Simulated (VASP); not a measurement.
Input of a VASP 6.6.1 run:

INCAR

```
ALGO = Normal
EDIFF = 1E-6
ENCUT = 520
GGA = PE
ISIF = 2
ISMEAR = 0
LASPH = T
LCHARG = F
LREAL = F
LWAVE = F
NBANDS = 22
NELM = 80
PREC = Accurate
SIGMA = 0.1
```

KPOINTS

```
k-points
0
Gamma
  4 4 4
```

File POSCAR:

```
Zn2S
1.0
    4.7940257100      0.0000000000      0.0000000000
    0.0000000000      4.7940257100      0.0000000000
    0.0000000000      0.0000000000      3.8449336350
Zn S
2 1
Direct
    0.0000000000      0.5000000000      0.0000000000
    0.5000000000      0.0000000000      0.0000000000
    0.5000000000      0.5000000000      0.0000000000
```

Potentials or basis: VASP PAW PBE potentials, release 64 (Zn, S).

The run is started by

```console
$ cat potpaw_PBE.64/Zn/POTCAR potpaw_PBE.64/S/POTCAR > POTCAR
$ mpirun -np 1 vasp_std > vasp.out
```

Q: Predict the pressure.

A: 0.0 GPa.

Q: Predict the band gap on the k mesh.

A: Zero (bands 15 and 16 overlap by 2.17 eV).

Caveat: the k points lie up to 0.41 Å⁻¹ apart, too coarse for converged energies and pressures of a metal.
